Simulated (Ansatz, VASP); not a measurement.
## TiAl3: VASP beside Ansatz

```xyz
4
Lattice="-1.9076 1.9076 4.2766 1.9076 -1.9076 4.2766 1.9076 1.9076 -4.2766" Properties=species:S:1:pos:R:3 pbc="T T T"
Ti    0.0000    0.0000    0.0000
Al    0.0000    0.0000    4.2766
Al    0.0000    1.9076    2.1383
Al    1.9076    0.0000    2.1383
```

Alike in both runs: task single point; functional PBEsol; k mesh 16 × 16 × 16; occupations gaussian, width 0.1 eV; no spin polarisation.

|  | VASP | Ansatz |
| --- | --- | --- |
| version | VASP 6.6.1 | Ansatz 0.2.0 |
| potentials or method | VASP PAW PBE potentials, release 64 (Ti_sv, Al), cutoff 520 eV | scalar-relativistic, plane waves, PAW |
| valence electrons in the cell | 21 | 21 |

Ansatz gave:

* gap on the k mesh at the Fermi level (eV): none
* pressure (GPa): 0.0

Question: Which values does VASP return?

Answer: gap on the k mesh at the Fermi level (eV): none; pressure (GPa): 0.1.

VASP's potentials were made for PBE, not for PBEsol, and Ansatz warns of the same on its side. A gap of «none» marks a metal or a gap that the smearing closes. The functional is the same, so the differences come from potentials, cutoffs and numerics.
